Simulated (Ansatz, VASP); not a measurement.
# TiO2 in VASP and in Ansatz

```xyz
6
Lattice="4.6404 0.0000 0.0000 0.0000 4.6404 0.0000 0.0000 0.0000 3.0064" Properties=species:S:1:pos:R:3 pbc="T T T"
Ti    0.0000    0.0000   -0.0668
Ti    2.3202    2.3202    1.4363
O     1.4183    1.4183    0.1000
O     0.9019    3.7385    1.6032
O     3.2221    3.2221    0.1000
O     3.7385    0.9019    1.6032
```

Change from the starting cell: mode 8 (209.9 1/cm) frozen in, largest displacement -0.100 Å.

Alike in both runs: task single point; functional PBE; k mesh 6 × 6 × 10; occupations gaussian, width 0.05 eV; no spin polarisation; Hubbard terms Ti d U = 4.0 eV.

|  | VASP | Ansatz |
| --- | --- | --- |
| version | VASP 6.6.1 | Ansatz 0.2.0 |
| potentials or method | VASP PAW PBE potentials, release 64 (Ti_sv, O), cutoff 520 eV | scalar-relativistic, plane waves, PAW |
| valence electrons in the cell | 48 | 48 |

VASP gave:

* gap on the k mesh at the Fermi level (eV): 2.61
* least direct gap on the mesh (eV): 2.90
* pressure (GPa): 8.1
* traceless stress, the component that is largest in VASP (GPa): 1.82
* rms of the force components (eV/Å): 0.621

Q: Estimate Ansatz's values.

A: gap on the k mesh at the Fermi level (eV): 2.58; least direct gap on the mesh (eV): 2.85; pressure (GPa): 3.6; traceless stress, the component that is largest in VASP (GPa): 1.08; rms of the force components (eV/Å): 0.377.

The programs project onto different local orbitals, so the same U acts differently, and such runs can settle in different states. Atom by atom the forces differ by 0.245 eV/Å (rms over components).
